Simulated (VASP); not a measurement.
# Sn in VASP: notebook

Runs on Sn. Level: PBEsol. Tasks: single point.

Program: VASP 6.6.1. These are calculated values, not measurements. Logs are shortened: lines on timing, memory, paths and dates and some standing lists are left out, and cuts for length are marked.

**1. The cell of the first run**

The cell holds a slab with vacuum, 4 atoms: a = 4.623 Å, b = 4.623 Å, c = 20.904 Å, α = 90.00°, β = 90.00°, γ = 90.00°.

**2. Single point, PBEsol**

INCAR

```
SYSTEM = Sn
PREC = Accurate
ENCUT = 520
EDIFF = 1E-6
ISMEAR = -1
SIGMA = 0.02
LREAL = .False.
LASPH = .True.
NELM = 100
ALGO = Normal
ISIF = 2
LWAVE = .False.
LCHARG = .False.
LDIPOL = .True.
IDIPOL = 3
DIPOL = 0.5 0.5 0.500
GGA = PS
NBANDS = 36
```

KPOINTS

```
regular mesh
0
Gamma
  7 7 1
  0 0 0
```

POSCAR

```
Sn
1.0
    4.6230980629      0.0000000000      0.0000000000
    0.0000000000      4.6230980629      0.0000000000
    0.0000000000      0.0000000000     20.9035000000
Sn
4
Direct
    0.0000000000      0.2500000000      0.3827101685
    0.5000000000      0.2500000000      0.4609033895
    0.5000000000      0.7500000000      0.5390966105
    0.0000000000      0.7500000000      0.6172898315
```

Potentials or basis: VASP PAW PBE potentials, release 64 (Sn_d).

Started as:

```
> cat potpaw_PBE.64/Sn_d/POTCAR > POTCAR
> mpirun -np 1 vasp_std > vasp.out
```

OUTCAR:

```text
SYSTEM = Sn
   PREC = Accurate
   ENCUT = 520
   EDIFF = 1E-6
   ISMEAR = -1
   LREAL = .False.
   LASPH = .True.
   NELM = 100
   ISIF = 2
   GGA = PS

 ion  position               nearest neighbor table
   1  0.000  0.250  0.383-   2 2.83   2 2.83
   2  0.500  0.250  0.461-   1 2.83   1 2.83   3 2.83   3 2.83
   3  0.500  0.750  0.539-   4 2.83   4 2.83   2 2.83   2 2.83
   4  0.000  0.750  0.617-   3 2.83   3 2.83

  LATTYP: Found a simple tetragonal cell.
 ALAT       =     4.6230980629
 C/A-ratio  =     4.5215350649

  Lattice vectors:

 A1 = (   4.6230980629,   0.0000000000,   0.0000000000)
 A2 = (   0.0000000000,   4.6230980629,   0.0000000000)
 A3 = (   0.0000000000,   0.0000000000,  20.9035000000)

Analysis of symmetry for initial positions (statically):
=====================================================================
 Subroutine PRICEL returns:
 Original cell was already a primitive cell.

 Routine SETGRP: Setting up the symmetry group for a
 simple tetragonal supercell.

 Subroutine GETGRP returns: Found  8 space group operations
 (whereof  4 operations were pure point group operations)
 out of a pool of 16 trial point group operations.

The static configuration has the point symmetry C_2h.
 The point group associated with its full space group is D_2h.

Analysis of symmetry for dynamics (positions and initial velocities):
=====================================================================
 Subroutine PRICEL returns:
 Original cell was already a primitive cell.

 Routine SETGRP: Setting up the symmetry group for a
 simple tetragonal supercell.

 Subroutine GETGRP returns: Found  8 space group operations
 (whereof  4 operations were pure point group operations)
 out of a pool of 16 trial point group operations.

The dynamic configuration has the point symmetry C_2h.
 The point group associated with its full space group is D_2h.

 Subroutine INISYM returns: Found  8 space group operations
 (whereof  4 operations are pure point group operations),
 and found     1 'primitive' translations

----------------------------------------------------------------------------------------

                                     Primitive cell

  volume of cell :     446.7713

  direct lattice vectors                    reciprocal lattice vectors
     4.623098063  0.000000000  0.000000000     0.216305167  0.000000000  0.000000000
     0.000000000  4.623098063  0.000000000     0.000000000  0.216305167  0.000000000
     0.000000000  0.000000000 20.903500000     0.000000000  0.000000000  0.047838879

  length of vectors
     4.623098063  4.623098063 20.903500000     0.216305167  0.216305167  0.047838879

  position of ions in fractional coordinates (direct lattice)
     0.000000000  0.250000000  0.382710168
     0.500000000  0.250000000  0.460903389
     0.500000000  0.750000000  0.539096611
     0.000000000  0.750000000  0.617289832

  ion indices of the primitive-cell ions
   primitive index   ion index
                 1           1
                 2           2
                 3           3
                 4           4

----------------------------------------------------------------------------------------

 KPOINTS: regular mesh

Automatic generation of k-mesh.
 Grid dimensions read from file:
 generate k-points for:    7    7    1

 Generating k-lattice:

  Cartesian coordinates                     Fractional coordinates (reciprocal lattice)
     0.030900738  0.000000000  0.000000000     0.142857143  0.000000000  0.000000000
     0.000000000  0.030900738  0.000000000     0.000000000  0.142857143  0.000000000
     0.000000000  0.000000000  0.047838879     0.000000000  0.000000000  1.000000000

  Length of vectors
     0.030900738  0.030900738  0.047838879

  Shift w.r.t. Gamma in fractional coordinates (k-lattice)
     0.000000000  0.000000000  0.000000000

 Subroutine IBZKPT returns following result:
 ===========================================

 Found     16 irreducible k-points:

 Following reciprocal coordinates:
            Coordinates               Weight
  0.000000  0.000000  0.000000      1.000000
  0.142857  0.000000  0.000000      2.000000
  0.000000  0.142857  0.000000      2.000000
  0.285714  0.000000  0.000000      2.000000
  0.000000  0.285714  0.000000      2.000000
  0.428571  0.000000  0.000000      2.000000
[... 8 lines left out ...]
 -0.285714  0.428571  0.000000      4.000000
  0.428571  0.428571  0.000000      4.000000
   k-points           NKPTS =     16   k-points in BZ     NKDIM =     16   number of bands    NBANDS=     36
   number of dos      NEDOS =    301   number of ions     NIONS =      4
   total plane-waves  NPLWV = 207360
   dimension x,y,z NGX =    36 NGY =   36 NGZ =  160
   dimension x,y,z NGXF=    72 NGYF=   72 NGZF=  320
   ions per type =               4
   NGX,Y,Z   is equivalent  to a cutoff of  12.95, 12.95, 12.72 a.u.
   NGXF,Y,Z  is equivalent  to a cutoff of  25.89, 25.89, 25.45 a.u.
 SYSTEM =  Sn
   PREC   = accura    normal or accurate (medium, high low for compatibility)
   ISTART =      0    job   : 0-new  1-cont  2-samecut
   ICHARG =      2    charge: 1-file 2-atom 10-const
   ISPIN  =      1    spin polarized calculation?
   LNONCOLLINEAR =      F non collinear calculations
   LSORBIT =      F    spin-orbit coupling
   LASPH  =      T    aspherical Exc in radial PAW
   ENCUT  =  520.0 eV  38.22 Ry    6.18 a.u.   8.60  8.60 38.87*2*pi/ulx,y,z
   NELM   =    100;   NELMIN=  2; NELMDL= -5     # of ELM steps
   EDIFF  = 0.1E-05   stopping-criterion for ELM
   LREAL  =      F    real-space projection
   EDIFFG = 0.1E-04   stopping-criterion for IOM
   NSW    =      0    number of steps for IOM
   IBRION =     -1    ionic relax: 0-MD 1-quasi-New 2-CG
   NFREE  =      0    steps in history (QN), initial steepest desc. (CG)
   ISIF   =      2    stress and relaxation
   ISYM   =      2    0-nonsym 1-usesym 2-fastsym
   POTIM  = 0.5000    time-step for ionic-motion
   TEBEG  =    0.0;   TEEND  =   0.0 temperature during run
   PSTRESS=    0.0 pullay stress
   NELECT =      56.0000    total number of electrons
   NUPDOWN=      -1.0000    fix difference up-down
   EMIN   =  10.00;   EMAX   =-10.00  energy-range for DOS
   EFERMI =   0.00;   METHOD = LEGACY
   ISMEAR =    -1;   SIGMA  =   0.02  broadening in eV -4-tet -1-fermi 0-gaus
   EFERMI_NEDOS =   21; number of points for ismear=-14 and -15
   IALGO  =     38    algorithm
   IMIX   =      4    mixing-type and parameters
     AMIX     =   0.40;   BMIX     =  1.00
     AMIX_MAG =   1.60;   BMIX_MAG =  1.00
  volume/ion in A,a.u.               =     111.69       753.74
  Fermi-wavevector in a.u.,A,eV,Ry     =   0.819299  1.548251  9.132923  0.671251
  Thomas-Fermi vector in A             =   1.930079
   LORBIT       =      0    0 simple, 1 ext, 2 COOP (PROOUT), +10 PAW based schemes
   GGA     = PS    functional components
   LHFCALC =     F    Hartree Fock is set to
   AEXX    =    0.0000 exact exchange contribution
   IVDW    =     0    specifies the selected vdW correction
   LEPSILON=     F    determine dielectric tensor
   LRPA    =     F    only Hartree local field effects (RPA)
 non-spin polarized calculation
  energy-cutoff  :      520.00
  volume of cell :      446.77
 maximum number of plane-waves:     12077
 NGX is ok and might be reduce to    36
   NGX = 17   NGY = 17   NGZ = 77

 number of electron      56.0000019 magnetization

 dipolmoment           0.000000      0.000000     -0.000000 electrons x Angstroem

 Free energy of the ion-electron system (eV)
  ---------------------------------------------------
  ext. energy  EPLUGINS =         0.00000000
  ---------------------------------------------------
  free energy    TOTEN  =       -14.34500250 eV

  energy without entropy =      -14.33924645  energy(sigma->0) =      -14.34212447

 E-fermi :  -1.6254     XC(G=0):  -3.5755

 val. band max:       -1.6443916910   @ k =  -0.2857   0.4286   0.0000
 cond. band min:      -1.5147613805   @ k =   0.4286   0.4286   0.0000
 fundamental gap:      0.1296303104
 Fermi energy:        -1.6253961543

 k-point     1 :       0.0000    0.0000    0.0000
  band No.  band energies     occupation
      1     -22.7946      2.00000
      2     -22.7854      2.00000
      3     -22.7590      2.00000
      4     -22.7526      2.00000
      5     -22.7423      2.00000
      6     -22.7163      2.00000
[... 28 lines left out ...]
     35       2.6331      0.00000
     36       2.9271      0.00000

 k-point     2 :       0.1429    0.0000    0.0000
  band No.  band energies     occupation
      1     -22.7983      2.00000
      2     -22.7915      2.00000
      3     -22.7605      2.00000
      4     -22.7588      2.00000
      5     -22.7341      2.00000
      6     -22.7173      2.00000
[... 28 lines left out ...]
     35       2.9612      0.00000
     36       2.9774      0.00000

 k-point     3 :       0.0000    0.1429    0.0000
  band No.  band energies     occupation
      1     -22.7942      2.00000
      2     -22.7920      2.00000
      3     -22.7589      2.00000
      4     -22.7446      2.00000
      5     -22.7438      2.00000
      6     -22.7150      2.00000
[... 28 lines left out ...]
     35       2.7330      0.00000
     36       3.0844      0.00000

 k-point     4 :       0.2857    0.0000    0.0000
  band No.  band energies     occupation
      1     -22.8071      2.00000
      2     -22.7999      2.00000
      3     -22.7697      2.00000
      4     -22.7546      2.00000
      5     -22.7191      2.00000
      6     -22.7149      2.00000
[... 28 lines left out ...]
     35       2.9463      0.00000
     36       3.3010      0.00000

 k-point     5 :       0.0000    0.2857    0.0000
  band No.  band energies     occupation
      1     -22.7980      2.00000
      2     -22.7937      2.00000
      3     -22.7583      2.00000
      4     -22.7494      2.00000
      5     -22.7286      2.00000
      6     -22.7125      2.00000
[... 343 lines left out ...]
 k-point    14 :       0.4286    0.2857    0.0000
  band No.  band energies     occupation
      1     -22.8101      2.00000
      2     -22.8049      2.00000
      3     -22.7789      2.00000
      4     -22.7496      2.00000
      5     -22.7196      2.00000
      6     -22.7141      2.00000
[... 28 lines left out ...]
     35       3.6143      0.00000
     36       4.0509      0.00000

 k-point    15 :      -0.2857    0.4286    0.0000
  band No.  band energies     occupation
      1     -22.8037      2.00000
      2     -22.8035      2.00000
      3     -22.7656      2.00000
      4     -22.7597      2.00000
      5     -22.7189      2.00000
      6     -22.7156      2.00000
[... 28 lines left out ...]
     35       3.4812      0.00000
     36       3.7776      0.00000

 k-point    16 :       0.4286    0.4286    0.0000
  band No.  band energies     occupation
      1     -22.8078      2.00000
      2     -22.8059      2.00000
      3     -22.7706      2.00000
      4     -22.7587      2.00000
      5     -22.7182      2.00000
      6     -22.7162      2.00000
[... 28 lines left out ...]
     35       3.5301      0.00000
     36       3.9694      0.00000

------------------------ aborting loop because EDIFF is reached ----------------------------------------

 vacuum level on the upper side and lower side of the slab       (xc-potential included)        -0.122        -0.122

  FORCE on cell =-STRESS in cart. coord.  units (eV):
  Direction    XX          YY          ZZ          XY          YZ          ZX
  --------------------------------------------------------------------------------------
  -------------------------------------------------------------------------------------
  Total       -0.5094751     -1.5346905      0.1592203      0.0000000      0.0000000      0.0000000
  in kB       -1.8270411     -5.5035913      0.5709837      0.0000000      0.0000000      0.0000000
  external PRESSURE =      -2.2532162 kB  Pullay stress =       0.0000000 kB

 VOLUME and BASIS-vectors are now :
 -----------------------------------------------------------------------------
  energy-cutoff  :      520.00
  volume of cell :      446.77
      direct lattice vectors                 reciprocal lattice vectors
     4.623098063  0.000000000  0.000000000     0.216305167  0.000000000  0.000000000
     0.000000000  4.623098063  0.000000000     0.000000000  0.216305167  0.000000000
     0.000000000  0.000000000 20.903500000     0.000000000  0.000000000  0.047838879

 POSITION                                       TOTAL-FORCE (eV/Angst)
 -----------------------------------------------------------------------------------
      0.00000      1.15577      7.99998        -0.000000     -0.000000      0.029352
      2.31155      1.15577      9.63449        -0.000000      0.000000     -0.218934
      2.31155      3.46732     11.26901        -0.000000     -0.000000      0.218934
      0.00000      3.46732     12.90352         0.000000      0.000000     -0.029352
 -----------------------------------------------------------------------------------
    total drift:                                0.000000      0.000000     -0.000000

  FREE ENERGIE OF THE ION-ELECTRON SYSTEM (eV)
  ---------------------------------------------------
  free  energy   TOTEN  =       -14.3450024952 eV

  energy  without entropy=      -14.3392464498  energy(sigma->0) =      -14.34212447

 vacuum level on the upper side and lower side of the slab         2.873         2.873
```

It took 3.5 min on 1 thread of Intel Xeon 6975P-C (Granite Rapids), shared host; peak memory 0.53 GiB.

What came out:

```
Free energy            : -14.3450 eV
Largest force          : 0.219 eV/Å
Band gap on the k mesh : zero (bands 28 and 29 overlap by 0.66 eV)
```

Forces in eV/Å, atoms in the order of the input:
```
Sn   0.000  0.000  0.029
Sn   0.000  0.000 -0.219
Sn   0.000  0.000  0.219
Sn   0.000  0.000 -0.029
```

Caveat: the PAW data sets were made with another functional, which shifts forces and pressure a little; spin-orbit coupling is left out, which moves the levels of the heavy elements.

**3. Single point, PBEsol**

INCAR

```
PREC = Accurate
ENCUT = 520
EDIFF = 1E-7
ISMEAR = -1
SIGMA = 0.02
LREAL = F
LASPH = T
NELM = 100
ALGO = Normal
ISIF = 2
LWAVE = F
LCHARG = T
LDIPOL = T
IDIPOL = 3
DIPOL = 0.5 0.5 0.500
GGA = PS
LELF = T
LVHAR = T
LVACPOTAV = T
NBANDS = 36
```

KPOINTS

```
regular mesh
0
Gamma
  7 7 1
```

POSCAR

```
Sn
1.0
    4.6230980629      0.0000000000      0.0000000000
    0.0000000000      4.6230980629      0.0000000000
    0.0000000000      0.0000000000     20.9035000000
Sn
4
Direct
    0.0000000000      0.2500000000      0.3821109704
    0.5000000000      0.2500000000      0.4596169949
    0.5000000000      0.7500000000      0.5403830050
    0.0000000000      0.7500000000      0.6178890297
```

Potentials or basis: VASP PAW PBE potentials, release 64 (Sn_d).

Started as:

```
> cat potpaw_PBE.64/Sn_d/POTCAR > POTCAR
> mpirun -np 1 vasp_std > vasp.out
```

It took 3.5 min on 1 thread of Intel Xeon 6975P-C (Granite Rapids), shared host; peak memory 0.53 GiB.

Results (log left out):

```yaml
Free_energy: -14.3504 eV
Band_gap_on_the_k_mesh: zero (bands 28 and 29 overlap by 0.68 eV)
```

Levels at points of the mesh, in eV from the Fermi level:
| k point | band 26 | band 27 | band 28 | band 29 | band 30 | band 31 |
| --- | --- | --- | --- | --- | --- | --- |
| (0.00, 0.00, 0.00) | -1.20 | -0.20 | 0.64 | 1.04 | 1.62 | 1.75 |

Caveat: the PAW data sets were made with another functional, which shifts forces and pressure a little; spin-orbit coupling is left out, which moves the levels of the heavy elements.

**4. Single point, PBEsol**

INCAR

```
SYSTEM = Sn
PREC = Accurate ; ENCUT = 520
EDIFF = 1E-6 ; ISMEAR = -1
SIGMA = 0.02 ; LREAL = .FALSE.
LASPH = .TRUE. ; NELM = 80
ALGO = Normal ; ISIF = 2
LWAVE = .FALSE. ; LCHARG = .TRUE.
LDIPOL = .TRUE. ; IDIPOL = 3
DIPOL = 0.5 0.5 0.500 ; GGA = PS
LELF = .TRUE. ; LVHAR = .TRUE.
LVACPOTAV = .TRUE. ; NBANDS = 36
```

KPOINTS

```
regular mesh
0
G
  7 7 1
  0 0 0
```

POSCAR is that of step 3.

Started as:

```
> cat potpaw_PBE.64/Sn_d/POTCAR > POTCAR
> mpirun -np 1 vasp_std > vasp.out
```

Wall time 3.5 min (1 thread of Intel Xeon 6975P-C (Granite Rapids), shared host); peak memory 0.53 GiB.

It converged, with:

```yaml
Free_energy: -14.3504 eV
Band_gap_on_the_k_mesh: zero (bands 28 and 29 overlap by 0.68 eV)
```

Levels at points of the mesh, in eV from the Fermi level:
```tsv
k point	band 24	band 25	band 26	band 27	band 28	band 29	band 30	band 31	band 32	band 33
(0.00, 0.00, 0.00)	-2.57	-1.37	-1.20	-0.20	0.64	1.04	1.62	1.75	1.78	2.61
```

Caveat: the PAW data sets were made with another functional, which shifts forces and pressure a little; spin-orbit coupling is left out, which moves the levels of the heavy elements.

The gap in the log of VASP goes by the Fermi energy; the results here count the filled bands.